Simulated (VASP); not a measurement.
Input of a VASP 6.6.1 run:

Contents of INCAR:

```
ALGO     = Normal         # electronic algorithm
EDIFF    = 1E-6           # SCF threshold, eV
ENCUT    = 520            # plane-wave cutoff, eV
ISIF     = 2              # what is computed and relaxed
ISMEAR   = 0              # smearing method
LASPH    = True           # aspherical terms in the spheres
LCHARG   = False          # write CHGCAR
LREAL    = False          # projectors in reciprocal space
LWAVE    = False          # write WAVECAR
NBANDS   = 11             # bands
NELM     = 60             # most SCF steps
PREC     = Accurate       # precision mode
SIGMA    = 0.01           # smearing width, eV
```

File KPOINTS:

```
k-points
0
Gamma
  12 12 12
```

File POSCAR:

```
C
1.0
    1.7609134856      1.7609134856      0.0000000000
   -1.7609134856      1.7609134856      0.0000000000
    0.0000000000      1.7609134856      1.7609134856
C
2
Direct
    0.5000000000      0.5000000000      0.0000000000
    0.7500000000      0.2500000000      0.5000000000
```

Potentials or basis: VASP PAW LDA potentials, release 64 (C).

The run is started by

```sh
$ cat potpaw_LDA.64/C/POTCAR > POTCAR
$ mpirun -np 1 vasp_std > vasp.out
```

(1) Estimate the band gap on the k mesh.

(2) What does it give for the pressure?

Results:

(1) 4.22 eV, indirect (least direct gap 5.65 eV).

(2) 5.7 GPa.
